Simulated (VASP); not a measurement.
# BAs (Pmmm) in VASP: a series of runs, part 2 of 2

VASP 6.6.1. Earlier steps stand in the parts before.

## 5. Single point, RPBE

This run uses another cell than the first one, of 13.22 Å³/atom, 1.056 times its volume.

The input, INCAR:

```
  PREC = Accurate
  ENCUT = 520
  EDIFF = 1E-6
  ISMEAR = -1
  SIGMA = 0.05
  LREAL = F
  LASPH = T
  NELM = 80
  ALGO = Normal
  ISIF = 2
  LWAVE = F
  LCHARG = T
  GGA = RP
  LELF = T
  LVHAR = T
  NBANDS = 11
```

The input, KPOINTS:

```
regular mesh
0
Gamma
  12 8 6
```

The input, POSCAR:

```
BAs
1.0
    3.1667707107      0.0000000000      0.0000000000
    0.0000000000      2.6282719974      0.0000000000
    0.0000000000      0.0000000000      3.1770116012
B As
1 1
Direct
    0.0000000000      0.5000000000      0.0000000000
    0.5000000000      0.5000000000      0.5000000000
```

Potentials or basis: VASP PAW PBE potentials, release 64 (B, As).

The run is started by

```bash
$ cat potpaw_PBE.64/B/POTCAR potpaw_PBE.64/As/POTCAR > POTCAR
$ mpirun -np 1 vasp_std > vasp.out
```

OUTCAR:

```text
PREC = Accurate
   ENCUT = 520
   EDIFF = 1E-6
   ISMEAR = -1
   LREAL = F
   LASPH = T
   NELM = 80
   ISIF = 2
   GGA = RP

 ion  position               nearest neighbor table
   1  0.000  0.500  0.000-   2 2.24   2 2.24   2 2.24   2 2.24
   2  0.500  0.500  0.500-   1 2.24   1 2.24   1 2.24   1 2.24

  LATTYP: Found a simple orthorhombic cell.
 ALAT       =     2.6282719974
 B/A-ratio  =     1.2048869804
 C/A-ratio  =     1.2087834152

  Lattice vectors:

 A1 = (   0.0000000000,  -2.6282719974,   0.0000000000)
 A2 = (   3.1667707107,   0.0000000000,   0.0000000000)
 A3 = (   0.0000000000,   0.0000000000,   3.1770116012)

Analysis of symmetry for initial positions (statically):
=====================================================================
 Subroutine PRICEL returns:
 Original cell was already a primitive cell.

 Routine SETGRP: Setting up the symmetry group for a
 simple orthorhombic supercell.

 Subroutine GETGRP returns: Found  8 space group operations
[... 163 lines left out ...]
  energy without entropy =       -8.62611530  energy(sigma->0) =       -8.62939769

 E-fermi :   6.6549     XC(G=0): -11.0241

 val. band max:        6.6381554834   @ k =   0.0833   0.0000   0.5000
 cond. band min:       6.6577409905   @ k =   0.0833   0.5000   0.3333
 fundamental gap:      0.0195855071
 Fermi energy:         6.6548700918

 k-point     1 :       0.0000    0.0000    0.0000
  band No.  band energies     occupation
      1      -8.9808      2.00000
      2       3.6440      2.00000
      3       3.7168      2.00000
      4       5.0535      2.00000
      5       9.7107      0.00000
      6      11.1088      0.00000
      7      15.6803      0.00000
      8      15.7017      0.00000
      9      15.9158      0.00000
     10      17.0199      0.00000
     11      21.2790      0.00000
[... 309 lines left out ...]
 k-point    24 :       0.1667    0.3750    0.0000
  band No.  band energies     occupation
      1      -6.1646      2.00000
      2       0.8044      2.00000
      3       3.0385      2.00000
      4       5.6913      2.00000
      5       7.8471      0.00000
      6      10.7168      0.00000
      7      14.9217      0.00000
      8      14.9701      0.00000
      9      16.3892      0.00000
     10      16.9962      0.00000
     11      17.4164      0.00000

 [... further k-points ...]
[... 5 lines left out ...]
  --------------------------------------------------------------------------------------
  -------------------------------------------------------------------------------------
  Total        0.0562072      0.0175659      0.0583399     -0.0000000      0.0000000      0.0000000
  in kB        3.4056271      1.0643304      3.5348483     -0.0000000      0.0000000      0.0000000
  external PRESSURE =       2.6682686 kB  Pullay stress =       0.0000000 kB

 VOLUME and BASIS-vectors are now :
 -----------------------------------------------------------------------------
  energy-cutoff  :      520.00
  volume of cell :       26.44
      direct lattice vectors                 reciprocal lattice vectors
     3.166770711  0.000000000  0.000000000     0.315779098  0.000000000  0.000000000
     0.000000000  2.628271997  0.000000000     0.000000000  0.380478124  0.000000000
     0.000000000  0.000000000  3.177011601     0.000000000  0.000000000  0.314761205

 POSITION                                       TOTAL-FORCE (eV/Angst)
 -----------------------------------------------------------------------------------
      0.00000      1.31414      0.00000         0.000000      0.000000      0.000000
      1.58339      1.31414      1.58851         0.000000      0.000000      0.000000
 -----------------------------------------------------------------------------------
    total drift:                                0.000000     -0.000000     -0.000000

  FREE ENERGIE OF THE ION-ELECTRON SYSTEM (eV)
  ---------------------------------------------------
  free  energy   TOTEN  =        -8.6326800664 eV

  energy  without entropy=       -8.6261153040  energy(sigma->0) =       -8.62939769
```

OSZICAR:

```text
N       E                     dE             d eps       ncg     rms          rms(c)
DAV:   1     0.125101666369E+02    0.12510E+02   -0.36585E+03  3096   0.626E+02
DAV:   2    -0.816076946890E+01   -0.20671E+02   -0.19884E+02  4198   0.984E+01
DAV:   3    -0.882283854878E+01   -0.66207E+00   -0.65897E+00  3715   0.155E+01
DAV:   4    -0.882459579130E+01   -0.17572E-02   -0.17572E-02  3542   0.875E-01
DAV:   5    -0.882459743159E+01   -0.16403E-05   -0.16410E-05  3644   0.298E-02    0.368E+00
DAV:   6    -0.863784252266E+01    0.18675E+00   -0.59434E-01  3272   0.301E+00    0.191E+00
DAV:   7    -0.863180740360E+01    0.60351E-02   -0.69862E-02  3539   0.134E+00    0.880E-01
DAV:   8    -0.863265874013E+01   -0.85134E-03   -0.79897E-03  3369   0.512E-01    0.783E-02
DAV:   9    -0.863265577275E+01    0.29674E-05   -0.13187E-03  3410   0.166E-01    0.393E-02
DAV:  10    -0.863267827125E+01   -0.22499E-04   -0.18524E-04  3404   0.804E-02    0.901E-03
DAV:  11    -0.863268015669E+01   -0.18854E-05   -0.61760E-06  3634   0.184E-02    0.504E-03
DAV:  12    -0.863268006637E+01    0.90327E-07   -0.12645E-06  2945   0.669E-03
   1 F= -.86326801E+01 E0= -.86293977E+01  d E =-.656476E-02
```

Run time: 16 s. Hardware: 1 thread of Intel Xeon Platinum 8259CL at 2.50GHz (Skylake/Cascade Lake), shared host; peak memory 0.16 GiB.

What came out:

```yaml
Free_energy: -8.6327 eV
Pressure: 0.3 GPa
Band_gap_on_the_k_mesh: zero (band 4 reaches 8.91 eV, above the bottom of band 5 at 3.38 eV)
```

Levels at points of the mesh, in eV from the Fermi level:
```tsv
k point	band 1	band 2	band 3	band 4	band 5	band 6	band 7	band 8
(0.00, 0.00, 0.00)	-15.64	-3.01	-2.94	-1.60	3.06	4.45	9.03	9.05
(0.50, 0.00, 0.00)	-13.48	-10.26	0.69	0.76	2.47	4.27	5.60	6.55
(0.00, 0.50, 0.00)	-12.27	-7.73	-1.00	-0.94	1.95	2.69	7.68	9.24
(0.50, 0.50, 0.00)	-10.10	-7.31	-5.33	-2.97	2.31	3.19	5.60	7.58
(0.00, 0.00, 0.50)	-13.50	-10.28	0.75	0.80	2.53	4.34	5.59	6.53
(0.50, 0.00, 0.50)	-11.38	-7.49	-7.49	-6.48	6.28	7.69	11.58	11.62
(0.00, 0.50, 0.50)	-10.12	-7.32	-5.35	-2.98	2.35	3.24	5.66	7.66
(0.50, 0.50, 0.50)	-7.55	-5.13	-5.12	-4.03	-3.27	-1.28	3.58	3.59
```

Caveat: the PAW data sets were made with another functional, which shifts forces and pressure a little.

## 6. Single point, PBEsol+D3(BJ)

This run uses another cell than the first one, of 12.20 Å³/atom, 0.974 times its volume.

The input, INCAR:

```
ALGO = Normal
EDIFF = 1E-6
ENCUT = 520
GGA = PS
ISIF = 2
ISMEAR = -1
IVDW = 12
LASPH = T
LCHARG = F
LREAL = F
LWAVE = F
NBANDS = 11
NELM = 100
PREC = Accurate
SIGMA = 0.05
```

The input, KPOINTS:

```
k-points
0
Gamma
  12 8 6
```

The input, POSCAR:

```
BAs
1.0
    3.0961486146      0.0000000000      0.0000000000
    0.0000000000      2.5340317008      0.0000000000
    0.0000000000      0.0000000000      3.1098254784
B As
1 1
Direct
    0.0000000000      0.5000000000      0.0000000000
    0.5000000000      0.5000000000      0.5000000000
```

Potentials or basis: VASP PAW PBE potentials, release 64 (B, As).

The run is started by

```bash
$ cat potpaw_PBE.64/B/POTCAR potpaw_PBE.64/As/POTCAR > POTCAR
$ mpirun -np 1 vasp_std > vasp.out
```

It took 34 s on 1 thread of AMD EPYC 7R13, shared host; peak memory 0.14 GiB.

Results (log left out):

| Item | Value |
| --- | --- |
| Free energy | -10.7965 eV |
| Pressure | 0.8 GPa |
| Band gap on the k mesh | zero (band 4 reaches 9.75 eV, above the bottom of band 5 at 4.46 eV) |
| Dispersion energy per atom | -0.307 eV |

Stress tensor (GPa, compression positive):
```
0.97 0.00 0.00
0.00 0.60 0.00
0.00 0.00 0.96
```

Levels at points of the mesh, in eV from the Fermi level:
```
           k point  band 1  band 2  band 3  band 4  band 5  band 6  band 7  band 8  band 9
(0.00, 0.00, 0.00)  -16.43   -3.34   -3.23   -1.40    3.56    4.11    9.39    9.42    9.87
(0.50, 0.00, 0.00)  -14.13  -10.86    0.59    0.62    2.47    4.44    6.13    7.46   12.79
(0.00, 0.50, 0.00)  -12.51   -8.47   -1.00   -0.90    1.83    3.73    7.77    9.21    9.33
(0.50, 0.50, 0.00)  -10.20   -7.44   -5.92   -3.46    2.42    3.53    6.20    8.36   10.41
(0.00, 0.00, 0.50)  -14.17  -10.89    0.67    0.68    2.55    4.55    6.11    7.44   12.74
(0.50, 0.00, 0.50)  -11.81   -8.15   -8.14   -6.70    6.85    8.75   12.08   12.14   14.44
(0.00, 0.50, 0.50)  -10.23   -7.46   -5.95   -3.49    2.48    3.60    6.29    8.48   10.50
(0.50, 0.50, 0.50)   -7.29   -5.41   -5.40   -4.50   -2.95   -1.64    3.21    3.23   14.42
```

Caveat: the PAW data sets were made with another functional, which shifts forces and pressure a little; pairwise dispersion overbinds metals, which lowers pressure and volume.

## 7. Summary

```csv
level,cell,gap on the mesh (eV),pressure (GPa)
PBE+D3(BJ),"a = 3.118, b = 2.566, c = 3.131 Å, 2 atoms",none,0.5
PBE+D4,"a = 3.123, b = 2.564, c = 3.136 Å, 2 atoms",none,0.5
PBE,"a = 3.148, b = 2.608, c = 3.160 Å, 2 atoms",none,0.4
RPBE,"a = 3.167, b = 2.628, c = 3.177 Å, 2 atoms",none,0.3
PBEsol+D3(BJ),"a = 3.096, b = 2.534, c = 3.110 Å, 2 atoms",none,0.8
```

Alike in all rows: task single point; potentials or basis VASP PAW PBE potentials, release 64 (B, As); no spin polarisation; k mesh 12 × 8 × 6; cutoff (eV) 520; smearing fermi-dirac 0.05 eV.

Caveats: pairwise dispersion overbinds metals, which lowers pressure and volume (some runs); the PAW data sets were made with another functional, which shifts forces and pressure a little (some runs).

Absolute energies hang on the potentials; compare differences alone.
